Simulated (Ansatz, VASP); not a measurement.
One calculation of Ir, two programs

The input INCAR:

```
SYSTEM = Ir
PREC     = Accurate       ! precision mode
ENCUT    = 520            ! plane-wave cutoff, eV
EDIFF    = 1E-6           ! SCF threshold, eV
ISMEAR   = 0              ! smearing method
SIGMA    = 0.15           ! smearing width, eV
LREAL    = .False.        ! projectors in reciprocal space
LASPH    = .True.         ! aspherical terms in the spheres
NELM     = 100            ! most SCF steps
ALGO     = Fast           ! electronic algorithm
ISIF     = 2              ! what is computed and relaxed
LWAVE    = .False.        ! write WAVECAR
LCHARG   = .False.        ! write CHGCAR
GGA      = PE             ! functional
NBANDS   = 10             ! bands
```

KPOINTS

```
regular mesh
0
Gamma
  24 24 24
  0 0 0
```

The input POSCAR:

```
Ir
1.0
    0.0000000000      2.2161317680      1.4404856492
    2.2161317680      0.0000000000      1.4404856492
    2.2161317680      2.2161317680      0.0000000000
Ir
1
Direct
    0.0000000000      0.0000000000      0.0000000000
```

Input for Ansatz:

```yaml
crystal:
  lattice:
    - [0.0, 2.216131768, 1.4404856492]
    - [2.216131768, 0.0, 1.4404856492]
    - [2.216131768, 2.216131768, 0.0]
  atoms:
    - { symbol: Ir, position: [0.0, 0.0, 0.0] }
basis:
  ecutwfc: 420
kpoints:
  mp_grid: { grid: [24, 24, 24] }
hamiltonian:
  xc: pbe
scf:
  occupations: { method: gaussian, width: 0.15 }
output:
  forces: true
  stress: true
  eigenvalues: true
  write_density: true
  write_potential: true
  elf: true
  volumetric_format: npy
```

Alike in both runs: task single point; functional PBE; k mesh 24 × 24 × 24; occupations gaussian, width 0.15 eV; no spin polarisation.

```csv
,VASP,Ansatz
version,VASP 6.6.1,Ansatz 0.2.0
potentials or method,"VASP PAW PBE potentials, release 64 (Ir), cutoff 520 eV","scalar-relativistic, plane waves, PAW"
valence electrons in the cell,9,17
```

|  | VASP | Ansatz | Ansatz less VASP |
| --- | --- | --- | --- |
| gap on the k mesh at the Fermi level (eV) | none | none | - |
| pressure (GPa) | 21.0 | 20.2 | -0.72 |
| traceless stress, the component that is largest in VASP (GPa) | -24.60 | -24.82 | -0.225 |

A gap of «none» marks a metal or a gap that the smearing closes. VASP's potentials hold 9 valence electrons a cell and Ansatz's 17, so a difference there can come from the potentials and not from the codes.

Neither program's run includes spin-orbit coupling.
